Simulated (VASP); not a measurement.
Write the native input for VASP 6.6.1 that does the following.

| Quantity | Value |
| --- | --- |
| Task | electric field gradients |
| Functional | PBE |
| Potentials or basis | VASP PAW PBE potentials, release 64 (K_sv, Lu, V_sv, O) |
| Cutoff | 520 eV |
| k mesh | 5 × 5 × 3 |
| Occupations | fermi-dirac, width 0.02 eV |
| Spin | no spin polarisation |
| Dipole correction | no |
| Further INCAR settings | ALGO = Normal; EDIFF = 1e-08; NBANDS = 76 |

The structure of K3LuV2O8 lies in POSCAR:

```
K3LuV2O8
1.0
    5.8550005460      0.0000000000      0.0000000000
   -2.9275002730      5.0705792120      0.0000000000
    0.0000000000      0.0000000000      7.5780000000
K Lu V O
3 1 2 8
Direct
    0.0000000000      0.0000000000      0.0000000000
    0.6666666667      0.3333333333      0.7058000000
    0.3333333333      0.6666666667      0.2942000000
    0.0000000000      0.0000000000      0.5000000000
    0.6666666667      0.3333333333      0.2541000000
    0.3333333333      0.6666666667      0.7459000000
    0.6666666667      0.3333333333      0.0360000000
    0.3333333333      0.6666666667      0.9640000000
    0.3485000000      0.1742500000      0.3298000000
    0.8257500000      0.1742500000      0.3298000000
    0.8257500000      0.6515000000      0.3298000000
    0.1742500000      0.3485000000      0.6702000000
    0.1742500000      0.8257500000      0.6702000000
    0.6515000000      0.8257500000      0.6702000000
```

These files were run (other wordings do the same):

INCAR

```
PREC = Accurate
ENCUT = 520
EDIFF = 1E-8
ISMEAR = -1
SIGMA = 0.02
LREAL = F
LASPH = T
NELM = 100
ALGO = Normal
ISIF = 2
LWAVE = F
LCHARG = F
GGA = PE
LEFG = T
NBANDS = 76
```

KPOINTS

```
Automatic mesh
0
Gamma
  5 5 3
```

Potentials or basis: VASP PAW PBE potentials, release 64 (K_sv, Lu, V_sv, O).

Command:

```sh
$ cat potpaw_PBE.64/K_sv/POTCAR potpaw_PBE.64/Lu/POTCAR potpaw_PBE.64/V_sv/POTCAR potpaw_PBE.64/O/POTCAR > POTCAR
$ mpirun -np 1 vasp_std > vasp.out
```

Results of the run:

| Quantity | Value |
| --- | --- |
| Pressure | 5.9 GPa |
| Largest force | 0.909 eV/Å |
| Band gap on the k mesh | 3.50 eV (least direct gap 3.59 eV) |
| Largest electric field gradient by atom | K -11.2, -8.1 (each value once); Lu -31.5; V -13.3; O +0.6, -15.5 (each value once) V/Å² |

Caveat: the cell stands under pressure; without QUAD_EFG the Cq values of the log hold for a quadrupole moment of 1 mb, not for the nuclei; spin-orbit coupling is left out, which moves the levels of the heavy elements.

Wall time 7.7 min on 1 thread of Intel(R) Xeon(R) Platinum 8259CL CPU @ 2.50GHz (Skylake/Cascade Lake), with other jobs on the host, peak memory 0.47 GiB.
